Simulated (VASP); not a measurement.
# Li4Al2Mo (P6/mmm) in VASP: further runs, part 2 of 2

VASP 6.6.1.

## 5. Single point, PBE, collinear spin

This run uses another cell than the first one, of 15.47 Å³/atom.

Contents of INCAR:

```
SYSTEM = Li4Al2Mo
ALGO = Fast
EDIFF = 1E-6
ENCUT = 520
GGA = PE
ISIF = 2
ISMEAR = 0
ISPIN = 2
LASPH = .TRUE.
LCHARG = .FALSE.
LMAXMIX = 4
LORBIT = 11
LREAL = .FALSE.
LWAVE = .FALSE.
MAGMOM = 0 0 0 0 0 0 1
NBANDS = 29
NELM = 150
PREC = Accurate
SIGMA = 0.1
```

Contents of KPOINTS:

```
k-points
0
G
  6 6 4
  0 0 0
```

Contents of POSCAR:

```
Li4Al2Mo
1.0
    5.1065192237      0.0000000000      0.0000000000
   -2.5532596119      4.4223753727      0.0000000000
    0.0000000000      0.0000000000      4.7950817764
Li Al Mo
4 2 1
Direct
    0.5000000000      0.0000000000      0.0000000000
    0.0000000000      0.5000000000      0.0000000000
    0.5000000000      0.5000000000      0.0000000000
    0.0000000000      0.0000000000      0.5000000000
    0.3333333333      0.6666666667      0.5000000000
    0.6666666667      0.3333333333      0.5000000000
    0.0000000000      0.0000000000      0.0000000000
```

Potentials or basis: VASP PAW PBE potentials, release 64 (Li_sv, Al, Mo_sv).

On the command line:

```console
> cat potpaw_PBE.64/Li_sv/POTCAR potpaw_PBE.64/Al/POTCAR potpaw_PBE.64/Mo_sv/POTCAR > POTCAR
> mpirun -np 1 vasp_std > vasp.out
```

OUTCAR:

```text
SYSTEM = Li4Al2Mo
   EDIFF = 1E-6
   ENCUT = 520
   GGA = PE
   ISIF = 2
   ISMEAR = 0
   ISPIN = 2
   LASPH = .TRUE.
   LORBIT = 11
   LREAL = .FALSE.
   NELM = 150
   PREC = Accurate

 ion  position               nearest neighbor table
   1  0.500  0.000  0.000-   7 2.55   7 2.55   2 2.55   2 2.55   3 2.55   3 2.55   6 2.81   6 2.81
                             5 2.81   5 2.81
   2  0.000  0.500  0.000-   3 2.55   3 2.55   1 2.55   1 2.55   7 2.55   7 2.55   6 2.81   6 2.81
                             5 2.81   5 2.81
   3  0.500  0.500  0.000-   2 2.55   2 2.55   7 2.55   7 2.55   1 2.55   1 2.55   6 2.81   6 2.81
                             5 2.81   5 2.81
   4  0.000  0.000  0.500-   7 2.40   7 2.40   5 2.95   6 2.95   6 2.95   5 2.95   6 2.95   5 2.95

   5  0.333  0.667  0.500-   2 2.81   2 2.81   1 2.81   1 2.81   3 2.81   3 2.81   6 2.95   4 2.95
                             6 2.95   4 2.95   4 2.95   6 2.95
   6  0.667  0.333  0.500-   2 2.81   2 2.81   1 2.81   1 2.81   3 2.81   3 2.81   5 2.95   4 2.95
                             5 2.95   4 2.95   4 2.95   5 2.95
   7  0.000  0.000  0.000-   4 2.40   4 2.40   1 2.55   1 2.55   3 2.55   3 2.55   2 2.55   2 2.55

  LATTYP: Found a hexagonal cell.
 ALAT       =     5.1065192237
 C/A-ratio  =     0.9390117938

  Lattice vectors:

 A1 = (   5.1065192237,   0.0000000000,   0.0000000000)
 A2 = (  -2.5532596119,   4.4223753727,   0.0000000000)
 A3 = (   0.0000000000,   0.0000000000,   4.7950817764)

Analysis of symmetry for initial positions (statically):
=====================================================================
 Subroutine PRICEL returns:
 Original cell was already a primitive cell.

 Routine SETGRP: Setting up the symmetry group for a
 hexagonal supercell.

 Subroutine GETGRP returns: Found 24 space group operations
 (whereof 24 operations were pure point group operations)
 out of a pool of 24 trial point group operations.

The static configuration has the point symmetry D_6h.

Analysis of symmetry for dynamics (positions and initial velocities):
[... 196 lines left out ...]
      5     -40.5609      1.00000
      6     -29.8552      1.00000
[... 640 lines left out ...]
     27      12.9569      0.00000
     28      13.1511      0.00000
 Fermi energy:         4.7391666772

 spin component 2

 k-point     1 :       0.0000    0.0000    0.0000
  band No.  band energies     occupation
      1     -54.9649      1.00000
      2     -40.7038      1.00000
      3     -40.6286      1.00000
      4     -40.5630      1.00000
      5     -40.5630      1.00000
      6     -29.0816      1.00000
[... 640 lines left out ...]
     27      12.8921      0.00000
     28      13.1238      0.00000
 [bands above 28 left out]

------------------------ aborting loop because EDIFF is reached ----------------------------------------

  FORCE on cell =-STRESS in cart. coord.  units (eV):
  Direction    XX          YY          ZZ          XY          YZ          ZX
  --------------------------------------------------------------------------------------
  -------------------------------------------------------------------------------------
  Total        0.5827008      0.5827008      0.3204279     -0.0000000      0.0000000     -0.0000000
  in kB        8.6214365      8.6214365      4.7409388     -0.0000000      0.0000000     -0.0000000
  external PRESSURE =       7.3279373 kB  Pullay stress =       0.0000000 kB

 VOLUME and BASIS-vectors are now :
 -----------------------------------------------------------------------------
  energy-cutoff  :      520.00
  volume of cell :      108.29
      direct lattice vectors                 reciprocal lattice vectors
     5.106519224  0.000000000  0.000000000     0.195828108  0.113061411  0.000000000
    -2.553259612  4.422375373  0.000000000     0.000000000  0.226122822  0.000000000
     0.000000000  0.000000000  4.795081776     0.000000000  0.000000000  0.208547017

 POSITION                                       TOTAL-FORCE (eV/Angst)
 -----------------------------------------------------------------------------------
      2.55326      0.00000      0.00000        -0.000000      0.000000      0.000000
     -1.27663      2.21119      0.00000        -0.000000      0.000000      0.000000
      1.27663      2.21119      0.00000        -0.000000      0.000000      0.000000
      0.00000      0.00000      2.39754        -0.000000      0.000000      0.000000
     -0.00000      2.94825      2.39754         0.000000      0.000000      0.000000
      2.55326      1.47413      2.39754        -0.000000     -0.000000     -0.000000
      0.00000      0.00000      0.00000        -0.000000      0.000000      0.000000
 -----------------------------------------------------------------------------------
    total drift:                               -0.000000      0.000000     -0.000000

  FREE ENERGIE OF THE ION-ELECTRON SYSTEM (eV)
  ---------------------------------------------------
  free  energy   TOTEN  =       -21.7721877291 eV

  energy  without entropy=      -21.7437582099  energy(sigma->0) =      -21.75797297

 total charge

# of ion       s       p       d       tot
------------------------------------------
    1        2.047   0.099   0.000   2.147
    2        2.047   0.099   0.000   2.147
    3        2.047   0.099   0.000   2.147
    4        2.041   0.099   0.000   2.140
    5        0.439   0.294   0.000   0.733
    6        0.439   0.294   0.000   0.733
    7        2.337   6.002   4.100  12.439
--------------------------------------------------
tot         11.397   6.987   4.100  22.484

 magnetization (x)

# of ion       s       p       d       tot
------------------------------------------
    1        0.000  -0.001   0.000  -0.001
    2        0.000  -0.001   0.000  -0.001
    3        0.000  -0.001   0.000  -0.001
    4        0.001   0.005   0.000   0.006
    5        0.007  -0.019   0.000  -0.011
    6        0.007  -0.019   0.000  -0.011
    7        0.025   0.011   1.095   1.132
--------------------------------------------------
tot          0.041  -0.023   1.095   1.113
```

OSZICAR:

```text
N       E                     dE             d eps       ncg     rms          rms(c)
DAV:   1     0.217363450314E+03    0.21736E+03   -0.13461E+04  2468   0.109E+03
DAV:   2     0.651802010747E+00   -0.21671E+03   -0.20439E+03  2714   0.305E+02
DAV:   3    -0.212070659350E+02   -0.21859E+02   -0.21109E+02  4510   0.585E+01
[... 14 lines left out ...]
RMM:  18    -0.217721768708E+02   -0.89697E-05   -0.80747E-05  3790   0.324E-02    0.276E-03
RMM:  19    -0.217721812780E+02   -0.44072E-05   -0.39714E-05  3315   0.223E-02    0.216E-03
RMM:  20    -0.217721840124E+02   -0.27344E-05   -0.24115E-05  3141   0.167E-02    0.229E-03
RMM:  21    -0.217721852578E+02   -0.12454E-05   -0.14115E-05  2891   0.133E-02    0.345E-03
RMM:  22    -0.217721869950E+02   -0.17372E-05   -0.94841E-06  2925   0.116E-02    0.685E-04
RMM:  23    -0.217721877291E+02   -0.73414E-06   -0.61503E-06  2803   0.951E-03
   1 F= -.21772188E+02 E0= -.21757973E+02  d E =-.284295E-01  mag=     1.2485
```

stdout:

```text
POSCAR found type information on POSCAR LiAlMo
 POSCAR found :  3 types and       7 ions
 scaLAPACK will be used
 LDA part: xc-table for (Slater+PW92), standard interpolation
 POSCAR, INCAR and KPOINTS ok, starting setup
 FFT: planning ... GRIDC
 FFT: planning ... GRID_SOFT
 FFT: planning ... GRID
 WAVECAR not read
 entering main loop
```

Wall time 4.4 min (1 thread of Intel Xeon Platinum 8259CL at 2.50GHz (Skylake/Cascade Lake), shared host); peak memory 0.33 GiB.

Results:

| Item | Value |
| --- | --- |
| Free energy | -21.7722 eV |
| Net moment | 1.25 μB per cell |
| Site moments | Li -0.00, +0.01 (each value once); Al -0.01; Mo +1.13 μB |
| Valence electrons inside the program's atomic spheres | Li 2.15, 2.14 (each value once); Al 0.73; Mo 12.44 |

Caveat: the cutoff is under 1.25 times the usual one of these potentials, so pressure, stress and relaxed cells hold a basis-set (Pulay) error.

## 6. Overview

| task | spin | cell | cutoff (eV) | gap on the mesh (eV) |
| --- | --- | --- | --- | --- |
| single point | off | a = 4.211, b = 4.211, c = 6.561 Å, angles 90.0, 90.0, 120.0°, 7 atoms | 520 | none |
| single point | off | a = 5.107, b = 5.107, c = 4.795 Å, angles 90.0, 90.0, 120.0°, 7 atoms | 520 | none |
| relaxation of cell and atoms | off | relaxed from a = 4.211, b = 4.211, c = 6.561 Å, angles 90.0, 90.0, 120.0°, 7 atoms | 600 | none |
| single point | collinear | a = 5.107, b = 5.107, c = 4.795 Å, angles 90.0, 90.0, 120.0°, 7 atoms | 520 | none |

Alike in all rows: level PBE; potentials or basis VASP PAW PBE potentials, release 64 (Li_sv, Al, Mo_sv); k mesh 6 × 6 × 4; smearing gaussian 0.1 eV.

Caveats: the cutoff is under 1.25 times the usual one of these potentials, so pressure, stress and relaxed cells hold a basis-set (Pulay) error; a cell axis changed by over 15 % at a fixed basis, so the end point is rough (at least some runs).

Total energies depend on the potentials used, so only differences within one code and one set of settings carry meaning.
